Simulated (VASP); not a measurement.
A run of VASP 6.6.1 is set up as follows.

The input INCAR:

```
PREC = Accurate ; ENCUT = 400
EDIFF = 1E-6 ; ISMEAR = 0
SIGMA = 0.05 ; LREAL = False
LASPH = True ; NELM = 120
ALGO = Normal ; ISIF = 2
LWAVE = False ; LCHARG = False
GGA = CA ; NBANDS = 32
GGA_COMPAT = False ; NELMDL = -8
```

Contents of KPOINTS:

```
Automatic mesh
0
Gamma
  4 4 1
```

Contents of POSCAR:

```
Al
1.0
    5.7275650000      0.0000000000      0.0000000000
    2.8637820000      4.9602170000      0.0000000000
    0.0000000000      0.0000000000     15.6765370000
Al
13
Direct
    0.1666667000      0.1666667000      0.0637896000
    0.6666667000      0.1666667000      0.0637896000
    0.1666667000      0.6666667000      0.0637896000
    0.6666667000      0.6666667000      0.0637896000
   -0.1660161844      0.3320365694      0.2098614379
    0.3332717704      0.3334546990      0.2100873865
   -0.1659207041      0.8345907941      0.2099965086
    0.3313417079      0.8345845664      0.2099962012
   -0.0001704760      0.0003978385      0.3583419816
    0.5049487833     -0.0098282661      0.3539086591
   -0.0099952819      0.5052255770      0.3538397790
    0.5048502391      0.5052177623      0.3538476201
    0.3331426533      0.3337207547      0.4884919031
```

Potentials or basis: VASP PAW LDA potentials, release 64 (Al).

Run with:

```bash
$ cat potpaw_LDA.64/Al/POTCAR > POTCAR
$ mpirun -np 1 vasp_std > vasp.out
```

Task: Estimate the largest force.

Result: 0.090 eV/Å.

Forces on the atoms (eV/Å):
```
Al   0.077  0.044 -0.013
Al  -0.077  0.044 -0.013
Al   0.000 -0.087 -0.010
Al   0.000  0.003  0.013
Al   0.000 -0.003  0.008
Al   0.000  0.002 -0.001
Al   0.001 -0.002 -0.003
Al  -0.001 -0.002 -0.003
Al   0.000  0.000  0.004
Al   0.000  0.001  0.004
Al  -0.002  0.000  0.003
Al   0.001  0.000  0.003
Al   0.000 -0.001  0.007
```
